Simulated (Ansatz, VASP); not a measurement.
# CO2 in VASP and in Ansatz

```
C O
1.0
    -1.95895    1.95895    2.96865
     1.95895   -1.95895    2.96865
     1.95895    1.95895   -2.96865
C O
2 4
Direct
  0.75000 0.25000 0.50000
  0.00000 0.00000 0.00000
  0.70777 0.12500 0.08277
  0.04223 0.62500 0.91723
  0.37500 0.29223 0.41723
  0.87500 0.95777 0.58277
```

Alike in both runs: functional PBEsol; k mesh 8 × 8 × 8; occupations gaussian, width 0.02 eV; no spin polarisation.

Ansatz relaxed the structure, and its values are those at the end. VASP's run is a single point on that final structure, the one shown.

|  | VASP | Ansatz |
| --- | --- | --- |
| version | VASP 6.6.1 | Ansatz 0.2.0 |
| potentials or method | VASP PAW PBE potentials, release 64 (C, O), cutoff 520 eV | scalar-relativistic, plane waves, PAW |
| valence electrons in the cell | 32 | 32 |

VASP gave:

```
gap on the k mesh at the Fermi level (eV) : 7.58
least direct gap on the mesh (eV)         : 8.03
pressure (GPa)                            : 1.7
rms of the force components (eV/Å)        : 0.048
```

Question: What did Ansatz give for the same quantities?

Answer: gap on the k mesh at the Fermi level (eV): 7.65; least direct gap on the mesh (eV): 8.07; pressure (GPa): 0.0; rms of the force components (eV/Å): 0.001.

VASP's potentials were made for PBE, not for PBEsol.
